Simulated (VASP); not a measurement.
**Ge: single point with LDA**

Crystal: Ge.

```xyz
2
Lattice="0.0000 2.8148 2.8148 2.8148 0.0000 2.8148 2.8148 2.8148 0.0000" Properties=species:S:1:pos:R:3 pbc="T T T"
Ge    2.8148    2.8148    2.8148
Ge    4.2222    4.2222    4.2222
```

```yaml
Program: VASP 6.6.1
Task: single point
Functional: LDA
Potentials_or_basis: VASP PAW LDA potentials, release 64 (Ge_d)
Cutoff: 520 eV
k_mesh: 10 × 10 × 10
Occupations: fermi-dirac, width 1 eV
Spin: no spin polarisation
Dipole_correction: no
Further_INCAR_settings: ALGO = Normal; EDIFF = 1e-06; NBANDS = 21
```

| Item | Value |
| --- | --- |
| Pressure | 4.9 GPa |
| Band gap on the k mesh | zero (filled and empty bands touch) |

Levels at points of the mesh, in eV from the Fermi level:
| k point | band 10 | band 11 | band 12 | band 13 | band 14 | band 15 | band 16 | band 17 | band 18 | band 19 |
| --- | --- | --- | --- | --- | --- | --- | --- | --- | --- | --- |
| (0.00, 0.00, 0.00) | -24.63 | -12.85 | 0.05 | 0.05 | 0.05 | 0.05 | 2.63 | 2.63 | 2.63 | 6.36 |
| (0.50, 0.00, 0.00) | -24.61 | -10.73 | -7.63 | -1.37 | -1.37 | 0.20 | 3.83 | 3.83 | 7.11 | 10.58 |
| (0.50, 0.50, 0.00) | -24.59 | -8.92 | -8.92 | -3.05 | -3.05 | 0.76 | 0.76 | 9.61 | 9.61 | 11.66 |

It took 20 s on 1 thread of Intel(R) Xeon(R) 6975P-C (Granite Rapids), on a shared host, peak memory 0.16 GiB.

Caveat: the cell stands under pressure; so wide a smearing shifts energies and pressures; semilocal functionals underestimate gaps, and a narrow one can read as zero.
